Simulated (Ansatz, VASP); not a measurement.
# CsH in VASP and in Ansatz

```
Cs H
1.0
     0.00000    3.18800    3.06048
     3.18800    0.00000    3.06048
     3.18800    3.18800    0.00000
Cs H
1 1
Direct
  0.00000 0.00000 0.00000
  0.50000 0.50000 0.50000
```

Change from the starting cell: strain +0.000 along x and y, -0.040 along z, atoms carried along.

Alike in both runs: task single point; functional r2SCAN; k mesh 6 × 6 × 6; occupations gaussian, width 0.05 eV; no spin polarisation.

|  | VASP | Ansatz |
| --- | --- | --- |
| version | VASP 6.6.1 | Ansatz 0.2.0 |
| potentials or method | VASP PAW PBE potentials, release 64 (Cs_sv, H), cutoff 520 eV | scalar-relativistic, plane waves, PAW |
| valence electrons in the cell | 10 | 10 |

```csv
,VASP,Ansatz,Ansatz less VASP
gap on the k mesh at the Fermi level (eV),2.60,2.62,+0.020
least direct gap on the mesh (eV),2.60,2.62,+0.020
pressure (GPa),0.5,0.5,-0.04
"traceless stress, the component that is largest in VASP (GPa)",0.79,0.77,-0.017
```

VASP's potentials were made for PBE, not for r2SCAN.

Spin-orbit coupling is off throughout.
